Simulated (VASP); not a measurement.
# Ag (Fm-3m) in VASP: single point with PBEsol

Aim: the single point of Ag with PBEsol.

Program: VASP 6.6.1. These are calculated values, not measurements. Logs are shortened: lines on timing, memory, paths and dates and some standing lists are left out, and cuts for length are marked.

### Step 1. The cell of the first run

It takes space group Fm-3m (No. 225, cubic). The conventional cell has a = 4.069 Å, b = 4.069 Å, c = 4.069 Å, α = 90.00°, β = 90.00°, γ = 90.00°. Within 3.8 Å of Ag (site symmetry m-3m) lie 12 Ag at 2.88 Å.

### Step 2. Single point, PBEsol

POSCAR

```
Ag
1.0
    0.0000000000      2.0342650000      2.0342650000
    2.0342650000      0.0000000000      2.0342650000
    2.0342650000      2.0342650000      0.0000000000
Ag
1
Direct
    0.0000000000      0.0000000000      0.0000000000
```

INCAR.step1

```
SYSTEM = Ag
PREC = Accurate ; ENCUT = 400
EDIFF = 1E-6 ; ISMEAR = -1
SIGMA = 0.1 ; LREAL = .False.
LASPH = .True. ; NELM = 120
ALGO = Normal ; ISIF = 2
LWAVE = .False. ; LCHARG = .True.
LMAXMIX = 4 ; GGA = PS
NBANDS = 12 ; GGA_COMPAT = .False.
NEDOS = 2001 ; LORBIT = 11
```

KPOINTS.step1

```
Automatic mesh
0
Gamma
  14 14 14
  0 0 0
```

INCAR.step2

```
SYSTEM = Ag
PREC = Accurate ; ENCUT = 400
EDIFF = 1E-6 ; ISMEAR = -5
SIGMA = 0.1 ; LREAL = .False.
LASPH = .True. ; NELM = 120
ALGO = Normal ; ISIF = 2
LWAVE = .False. ; LCHARG = .False.
LMAXMIX = 4 ; GGA = PS
LORBIT = 11 ; NBANDS = 12
NEDOS = 1001 ; ICHARG = 11
GGA_COMPAT = .False.
```

KPOINTS.step2

```
Automatic mesh
0
Gamma
  21 21 21
  0 0 0
```

Potentials or basis: VASP PAW PBE potentials, release 64 (Ag).

Run with:

```console
$ cat potpaw_PBE.64/Ag/POTCAR > POTCAR
$ cp INCAR.step1 INCAR
$ cp KPOINTS.step1 KPOINTS
$ mpirun -np 1 vasp_std > vasp.out
$ cp INCAR.step2 INCAR
$ cp KPOINTS.step2 KPOINTS
$ mpirun -np 1 vasp_std > vasp.out
```

OUTCAR:

```text
SYSTEM = Ag
   PREC = Accurate
   ENCUT = 400
   EDIFF = 1E-6
   ISMEAR = -5
   LREAL = .False.
   LASPH = .True.
   NELM = 120
   ISIF = 2
   GGA = PS
   LORBIT = 11
   ICHARG = 11

 ion  position               nearest neighbor table
   1  0.000  0.000  0.000-

  LATTYP: Found a face centered cubic cell.
 ALAT       =     4.0685300000

  Lattice vectors:

 A1 = (   0.0000000000,   2.0342650000,   2.0342650000)
 A2 = (   2.0342650000,   0.0000000000,   2.0342650000)
 A3 = (   2.0342650000,   2.0342650000,   0.0000000000)

Analysis of symmetry for initial positions (statically):
=====================================================================
 Subroutine PRICEL returns:
 Original cell was already a primitive cell.

 Routine SETGRP: Setting up the symmetry group for a
 face centered cubic supercell.

 Subroutine GETGRP returns: Found 48 space group operations
 (whereof 48 operations were pure point group operations)
 out of a pool of 48 trial point group operations.

The static configuration has the point symmetry O_h .

Analysis of symmetry for dynamics (positions and initial velocities):
=====================================================================
 Subroutine PRICEL returns:
 Original cell was already a primitive cell.

 Routine SETGRP: Setting up the symmetry group for a
 face centered cubic supercell.

 Subroutine GETGRP returns: Found 48 space group operations
 (whereof 48 operations were pure point group operations)
 out of a pool of 48 trial point group operations.

The dynamic configuration has the point symmetry O_h .

 Subroutine INISYM returns: Found 48 space group operations
 (whereof 48 operations are pure point group operations),
 and found     1 'primitive' translations

----------------------------------------------------------------------------------------

                                     Primitive cell

  volume of cell :      16.8365

  direct lattice vectors                    reciprocal lattice vectors
     0.000000000  2.034265000  2.034265000    -0.245789020  0.245789020  0.245789020
     2.034265000  0.000000000  2.034265000     0.245789020 -0.245789020  0.245789020
     2.034265000  2.034265000  0.000000000     0.245789020  0.245789020 -0.245789020

  length of vectors
     2.876885152  2.876885152  2.876885152     0.425719070  0.425719070  0.425719070

  position of ions in fractional coordinates (direct lattice)
     0.000000000  0.000000000  0.000000000

  ion indices of the primitive-cell ions
   primitive index   ion index
                 1           1

----------------------------------------------------------------------------------------

 KPOINTS: Automatic mesh

Automatic generation of k-mesh.
 Grid dimensions read from file:
 generate k-points for:   21   21   21

 Generating k-lattice:

  Cartesian coordinates                     Fractional coordinates (reciprocal lattice)
    -0.011704239  0.011704239  0.011704239     0.047619048  0.000000000  0.000000000
     0.011704239 -0.011704239  0.011704239     0.000000000  0.047619048  0.000000000
     0.011704239  0.011704239 -0.011704239     0.000000000  0.000000000  0.047619048

  Length of vectors
     0.020272337  0.020272337  0.020272337

  Shift w.r.t. Gamma in fractional coordinates (k-lattice)
     0.000000000  0.000000000  0.000000000

 TETIRR: Found   1276 inequivalent tetrahedra from    55566

 Subroutine IBZKPT returns following result:
 ===========================================

 Found    286 irreducible k-points:

 Following reciprocal coordinates:
            Coordinates               Weight
  0.000000  0.000000  0.000000      1.000000
  0.047619  0.000000  0.000000      8.000000
  0.095238  0.000000  0.000000      8.000000
  0.142857  0.000000  0.000000      8.000000
  0.190476  0.000000  0.000000      8.000000
  0.238095  0.000000  0.000000      8.000000
[... 16 lines left out ...]
 -0.428571  0.047619  0.000000     24.000000
 -0.380952  0.047619  0.000000     24.000000
 [... further k-points ...]
   k-points           NKPTS =    286   k-points in BZ     NKDIM =    286   number of bands    NBANDS=     12
   number of dos      NEDOS =   1001   number of ions     NIONS =      1
   total plane-waves  NPLWV =   8000
   dimension x,y,z NGX =    20 NGY =   20 NGZ =   20
   dimension x,y,z NGXF=    40 NGYF=   40 NGZF=   40
   ions per type =               1
   NGX,Y,Z   is equivalent  to a cutoff of  11.56, 11.56, 11.56 a.u.
   NGXF,Y,Z  is equivalent  to a cutoff of  23.11, 23.11, 23.11 a.u.
 SYSTEM =  Ag
   PREC   = accura    normal or accurate (medium, high low for compatibility)
   ISTART =      0    job   : 0-new  1-cont  2-samecut
   ICHARG =     11    charge: 1-file 2-atom 10-const
   ISPIN  =      1    spin polarized calculation?
   LNONCOLLINEAR =      F non collinear calculations
   LSORBIT =      F    spin-orbit coupling
   LASPH  =      T    aspherical Exc in radial PAW
   ENCUT  =  400.0 eV  29.40 Ry    5.42 a.u.   4.69  4.69  4.69*2*pi/ulx,y,z
   NELM   =    120;   NELMIN=  2; NELMDL=  0     # of ELM steps
   EDIFF  = 0.1E-05   stopping-criterion for ELM
   LREAL  =      F    real-space projection
   EDIFFG = 0.1E-04   stopping-criterion for IOM
   NSW    =      0    number of steps for IOM
   IBRION =     -1    ionic relax: 0-MD 1-quasi-New 2-CG
   NFREE  =      0    steps in history (QN), initial steepest desc. (CG)
   ISIF   =      2    stress and relaxation
   ISYM   =      2    0-nonsym 1-usesym 2-fastsym
   POTIM  = 0.5000    time-step for ionic-motion
   TEBEG  =    0.0;   TEEND  =   0.0 temperature during run
   PSTRESS=    0.0 pullay stress
   NELECT =      11.0000    total number of electrons
   NUPDOWN=      -1.0000    fix difference up-down
   EMIN   =  10.00;   EMAX   =-10.00  energy-range for DOS
   EFERMI =   0.00;   METHOD = LEGACY
   ISMEAR =    -5;   SIGMA  =   0.10  broadening in eV -4-tet -1-fermi 0-gaus
   EFERMI_NEDOS =   21; number of points for ismear=-14 and -15
   IALGO  =     38    algorithm
   IMIX   =      4    mixing-type and parameters
     AMIX     =   0.40;   BMIX     =  1.00
     AMIX_MAG =   1.60;   BMIX_MAG =  1.00
  volume/ion in A,a.u.               =      16.84       113.62
  Fermi-wavevector in a.u.,A,eV,Ry     =   1.420545  2.684440 27.455834  2.017947
  Thomas-Fermi vector in A             =   2.541449
   LORBIT       =     11    0 simple, 1 ext, 2 COOP (PROOUT), +10 PAW based schemes
   GGA     = PS    functional components
   LHFCALC =     F    Hartree Fock is set to
   AEXX    =    0.0000 exact exchange contribution
   IVDW    =     0    specifies the selected vdW correction
   LEPSILON=     F    determine dielectric tensor
   LRPA    =     F    only Hartree local field effects (RPA)
 non-spin polarized calculation
 Fermi weights with tetrahedron method with Bloechl corrections
  energy-cutoff  :      400.00
  volume of cell :       16.84
 maximum number of plane-waves:       331

 number of electron      11.0000008 magnetization

 Free energy of the ion-electron system (eV)
  ---------------------------------------------------
  ext. energy  EPLUGINS =         0.00000000
  ---------------------------------------------------
  free energy    TOTEN  =        -3.30820376 eV

  energy without entropy =       -3.30820376  energy(sigma->0) =       -3.30820376

 E-fermi :   8.4333     XC(G=0): -12.4878

 val. band max:        8.4203648161   @ k =  -0.3333   0.1905   0.0476
 cond. band min:       8.4477004039   @ k =  -0.3810   0.1429   0.0476
 fundamental gap:      0.0273355878
 Fermi energy:         8.4332532035

 k-point     1 :       0.0000    0.0000    0.0000
  band No.  band energies     occupation
      1       0.4833      2.00000
      2       3.5906      2.00000
      3       3.5906      2.00000
      4       3.5906      2.00000
      5       4.6611      2.00000
      6       4.6611      2.00000
      7      24.4206      0.00000
      8      28.0678      0.00000
      9      28.0678      0.00000
     10      28.0678      0.00000
     11      32.9192      0.00000
     12      34.1286      0.00000

 k-point     2 :       0.0476    0.0000    0.0000
  band No.  band energies     occupation
      1       0.5553      2.00000
      2       3.5733      2.00000
      3       3.6113      2.00000
      4       3.6113      2.00000
      5       4.6531      2.00000
      6       4.6531      2.00000
      7      24.4436      0.00000
      8      27.4235      0.00000
      9      28.1012      0.00000
     10      28.1012      0.00000
     11      33.1073      0.00000
     12      34.0390      0.00000

 k-point     3 :       0.0952    0.0000    0.0000
  band No.  band energies     occupation
      1       0.7659      2.00000
      2       3.5284      2.00000
      3       3.6671      2.00000
      4       3.6671      2.00000
      5       4.6344      2.00000
      6       4.6344      2.00000
      7      24.3804      0.00000
      8      26.1608      0.00000
      9      28.1889      0.00000
     10      28.1889      0.00000
     11      32.4828      0.00000
     12      33.7352      0.00000
[... 286 lines left out ...]
 k-point    23 :      -0.4286    0.0476    0.0000
  band No.  band energies     occupation
      1       1.9977      2.00000
      2       3.5663      2.00000
      3       3.6149      2.00000
      4       5.2958      2.00000
      5       5.3817      2.00000
      6       7.5337      2.00000
      7      12.8479      0.00000
      8      23.6807      0.00000
      9      25.7852      0.00000
     10      26.5711      0.00000
     11      31.4924      0.00000
     12      31.7384      0.00000

 k-point    24 :      -0.3810    0.0476    0.0000
  band No.  band energies     occupation
      1       2.0393      2.00000
      2       3.6117      2.00000
      3       3.6524      2.00000
      4       5.1501      2.00000
      5       5.2359      2.00000
      6       6.5969      2.00000
      7      14.2379      0.00000
      8      23.8588      0.00000
      9      25.9236      0.00000
     10      27.1751      0.00000
     11      31.3477      0.00000
     12      31.6510      0.00000

 [... further k-points ...]
[... 5 lines left out ...]
  --------------------------------------------------------------------------------------
  -------------------------------------------------------------------------------------
  Total       -0.1989877     -0.1989877     -0.1989877     -0.0000000      0.0000000     -0.0000000
  in kB      -18.9358243    -18.9358243    -18.9358243     -0.0000000      0.0000000     -0.0000000
  external PRESSURE =     -18.9358243 kB  Pullay stress =       0.0000000 kB

 VOLUME and BASIS-vectors are now :
 -----------------------------------------------------------------------------
  energy-cutoff  :      400.00
  volume of cell :       16.84
      direct lattice vectors                 reciprocal lattice vectors
     0.000000000  2.034265000  2.034265000    -0.245789020  0.245789020  0.245789020
     2.034265000  0.000000000  2.034265000     0.245789020 -0.245789020  0.245789020
     2.034265000  2.034265000  0.000000000     0.245789020  0.245789020 -0.245789020

 POSITION                                       TOTAL-FORCE (eV/Angst)
 -----------------------------------------------------------------------------------
      0.00000      0.00000      0.00000         0.000000      0.000000      0.000000
 -----------------------------------------------------------------------------------
    total drift:                               -0.000000      0.000000      0.000000

  FREE ENERGIE OF THE ION-ELECTRON SYSTEM (eV)
  ---------------------------------------------------
  free  energy   TOTEN  =        -3.3082037633 eV

  energy  without entropy=       -3.3082037633  energy(sigma->0) =       -3.30820376

 total charge

# of ion       s       p       d       tot
------------------------------------------
    1        0.421   0.311   9.145   9.877
```

Run time: 18 s. Hardware: 1 thread of Intel Xeon 6975P-C (Granite Rapids), shared host; peak memory 0.15 GiB.

What came out:

- Valence electrons inside the program's atomic spheres: Ag 9.88

Levels at points of the mesh, in eV from the Fermi level:
| k point | band 2 | band 3 | band 4 | band 5 | band 6 | band 7 | band 8 | band 9 | band 10 | band 11 |
| --- | --- | --- | --- | --- | --- | --- | --- | --- | --- | --- |
| (0.00, 0.00, 0.00) | -4.84 | -4.84 | -4.84 | -3.77 | -3.77 | 15.99 | 19.63 | 19.63 | 19.63 | 24.49 |

Caveat: the PAW data sets were made with another functional, which shifts forces and pressure a little; tetrahedron occupations give inexact forces and stress in metals.
